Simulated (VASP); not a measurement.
A run of VASP 6.6.1:

The input INCAR:

```
PREC = Accurate
ENCUT = 520
EDIFF = 1E-8
ISMEAR = 0
SIGMA = 0.01
LREAL = False
LASPH = True
NELM = 80
ALGO = Normal
ISIF = 2
LWAVE = False
LCHARG = False
GGA = CA
IBRION = 8
NSW = 1
LEPSILON = True
```

The input KPOINTS:

```
regular mesh
0
Gamma
  12 12 12
```

Contents of POSCAR:

```
GaAs
1.0
    0.0000000000      2.6632454836      2.6632454836
    2.6632454836      0.0000000000      2.6632454836
    2.6632454836      2.6632454836      0.0000000000
Ga As
1 1
Direct
    0.0000000000      0.0000000000      0.0000000000
    0.7500000000      0.7500000000      0.7500000000
```

Potentials or basis: VASP PAW LDA potentials, release 64 (Ga_d, As).

The run is started by

```bash
$ cat potpaw_LDA.64/Ga_d/POTCAR potpaw_LDA.64/As/POTCAR > POTCAR
$ mpirun -np 1 vasp_std > vasp.out
```

Hardware: 1 thread of Intel(R) Xeon(R) Platinum 8488C (Sapphire Rapids), with other jobs on the host.

Problem. Estimate the wall time of this run.

Solution. Wall time 10 min on 1 thread of Intel(R) Xeon(R) Platinum 8488C (Sapphire Rapids) (shared host), peak memory 0.43 GiB. Counts: scf iterations 168, k points 72.
